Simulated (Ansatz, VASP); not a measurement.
This is a calculation of ZnS for Ansatz 0.2.0.

input.yaml

```yaml
crystal:
  lattice:
    - [3.811, 0.0, 0.0]
    - [-1.9055, 3.3004228138, 0.0]
    - [0.0, 0.0, 6.17166]
  atoms:
    - { symbol: Zn, position: [0.6666666667, 0.3333333333, 0.5] }
    - { symbol: Zn, position: [0.3333333333, 0.6666666667, 0.0] }
    - { symbol: S, position: [0.6666666667, 0.3333333333, 0.885] }
    - { symbol: S, position: [0.3333333333, 0.6666666667, 0.385] }
hamiltonian:
  xc: pbesol
  pseudopotentials: { kind: paw }
kpoints:
  mp_grid: { grid: [7, 7, 4] }
scf:
  occupations: { method: fermi_dirac, width: 0.05 }
output:
  forces: true
  stress: true
  eigenvalues: true
```

Potentials or basis: Ansatz PAW.

Launch:

```console
$ ansatz run input.yaml --threads 1 --pin off --max-ram 3584MiB --backend cpu --events-out ev --progress --plain --runs-dir out
```

Problem. Translate it to VASP 6.6.1. Potentials there: VASP PAW PBE potentials, release 64 (Zn, S).

Solution. As run (the cutoff follows the program's own potentials):

The input INCAR:

```
SYSTEM = ZnS
ALGO = Normal
EDIFF = 1E-6
ENCUT = 520
GGA = PS
ISIF = 2
ISMEAR = -1
LASPH = .True.
LCHARG = .False.
LREAL = .False.
LWAVE = .False.
NBANDS = 26
NELM = 80
PREC = Accurate
SIGMA = 0.05
```

The input KPOINTS:

```
k-points
0
Gamma
  7 7 4
  0 0 0
```

Contents of POSCAR:

```
ZnS
1.0
    3.8110000000      0.0000000000      0.0000000000
   -1.9055000000      3.3004228138      0.0000000000
    0.0000000000      0.0000000000      6.1716600000
Zn S
2 2
Direct
    0.6666666667      0.3333333333      0.5000000000
    0.3333333333      0.6666666667      0.0000000000
    0.6666666667      0.3333333333      0.8850000000
    0.3333333333      0.6666666667      0.3850000000
```

Potentials or basis: VASP PAW PBE potentials, release 64 (Zn, S).

Launch:

```sh
$ cat potpaw_PBE.64/Zn/POTCAR potpaw_PBE.64/S/POTCAR > POTCAR
$ mpirun -np 1 vasp_std > vasp.out
```

Both were run:

|  | VASP | Ansatz | Ansatz less VASP |
| --- | --- | --- | --- |
| gap on the k mesh at the Fermi level (eV) | 2.14 | 2.14 | -0.006 |
| least direct gap on the mesh (eV) | 2.14 | 2.14 | -0.006 |
| pressure (GPa) | -0.4 | -0.6 | -0.19 |
| traceless stress, the component that is largest in VASP (GPa) | -0.46 | -0.45 | +0.012 |
| rms of the force components (eV/Å) | 0.155 | 0.155 | -0.0009 |

VASP's potentials were made for PBE, not for PBEsol. Atom by atom the forces differ by 0.001 eV/Å (rms over components). The functional is the same, so the differences come from potentials, cutoffs and numerics.

Noted on Ansatz's run: odd divisions of the mesh miss points on the zone boundary, where band edges often lie, so the gap on the mesh can be too wide.
